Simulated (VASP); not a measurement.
Input of a VASP 6.6.1 run:

Contents of INCAR:

```
  ALGO = Fast
  EDIFF = 1E-6
  EDIFFG = -0.01
  ENCUT = 600
  GGA = PE
  IBRION = 2
  ISIF = 3
  ISMEAR = 0
  LASPH = T
  LCHARG = F
  LREAL = F
  LWAVE = F
  NELM = 60
  NSW = 100
  PREC = Accurate
  SIGMA = 0.1
```

The input KPOINTS:

```
k-points
0
Gamma
  8 8 8
```

Contents of POSCAR:

```
ScGa3Te
1.0
    5.2703654281      0.0000000000      0.0000000000
    0.0000000000      5.2703654281      0.0000000000
    0.0000000000      0.0000000000      5.2703654281
Sc Ga Te
1 3 1
Direct
    0.0000000000      0.0000000000      0.0000000000
    0.5000000000      0.5000000000      0.0000000000
    0.5000000000      0.0000000000      0.5000000000
    0.0000000000      0.5000000000      0.5000000000
    0.5000000000      0.5000000000      0.5000000000
```

Potentials or basis: VASP PAW PBE potentials, release 64 (Sc_sv, Ga_d, Te).

Run with:

```bash
$ cat potpaw_PBE.64/Sc_sv/POTCAR potpaw_PBE.64/Ga_d/POTCAR potpaw_PBE.64/Te/POTCAR > POTCAR
$ mpirun -np 1 vasp_std > vasp.out
```

(1) What does it give for the band gap on the k mesh?

(2) Estimate the relaxed cell.

Results:

(1) zero (bands 28 and 29 overlap by 1.40 eV).

(2) a = 5.355 Å, b = 5.355 Å, c = 5.355 Å, α = 90.00°, β = 90.00°, γ = 90.00°.

Caveat: spin-orbit coupling is left out, which moves the levels of the heavy elements.
